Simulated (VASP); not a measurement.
Wanted: the native input for a VASP 6.6.1 run.

```
Task                   : relaxation of cell and atoms
Functional             : LDA
Potentials or basis    : VASP PAW LDA potentials, release 64 (Zr_sv, C)
Cutoff                 : 600 eV
k mesh                 : 8 × 8 × 8
Occupations            : gaussian, width 0.1 eV
Spin                   : no spin polarisation
Dipole correction      : no
Further INCAR settings : ALGO = Normal; EDIFF = 1e-06; IBRION = 2; EDIFFG = -0.05; NSW = 100; ISIF = 3
```

The structure of ZrC lies in POSCAR:

```
ZrC
1.0
    0.0000000000      2.3650000000      2.3650000000
    2.3650000000      0.0000000000      2.3650000000
    2.3650000000      2.3650000000      0.0000000000
Zr C
1 1
Direct
    0.5000000000      0.5000000000      0.5000000000
    0.0000000000      0.0000000000      0.0000000000
```

These files were run (other wordings do the same):

INCAR

```
SYSTEM = ZrC
PREC = Accurate ; ENCUT = 600
EDIFF = 1E-6 ; ISMEAR = 0
SIGMA = 0.1 ; LREAL = .False.
LASPH = .True. ; NELM = 100
ALGO = Normal ; ISIF = 3
LWAVE = .False. ; LCHARG = .False.
IBRION = 2 ; NSW = 100
EDIFFG = -0.05
```

KPOINTS

```
regular mesh
0
Gamma
  8 8 8
  0 0 0
```

Potentials or basis: VASP PAW LDA potentials, release 64 (Zr_sv, C).

Command:

```sh
$ cat potpaw_LDA.64/Zr_sv/POTCAR potpaw_LDA.64/C/POTCAR > POTCAR
$ mpirun -np 1 vasp_std > vasp.out
```

It gave:

```json
{"Relaxed volume": "12.55 Å³/atom", "Relaxed cell": "a = 3.286 Å, b = 3.286 Å, c = 3.286 Å, α = 60.00°, β = 60.00°, γ = 60.00°", "Space group after relaxing (to 0.05 Å)": "Fm-3m (No. 225)", "Energy gained by relaxing": "27.5 meV/atom", "Ionic steps": "3", "Pressure after relaxing": "-0.4 GPa", "Band gap on the k mesh": "zero (band 8 reaches 10.80 eV, above the bottom of band 9 at 9.47 eV)"}
```

Wall time 27 s on 1 thread of Intel Xeon 6975P-C, on a shared host, peak memory 0.16 GiB.
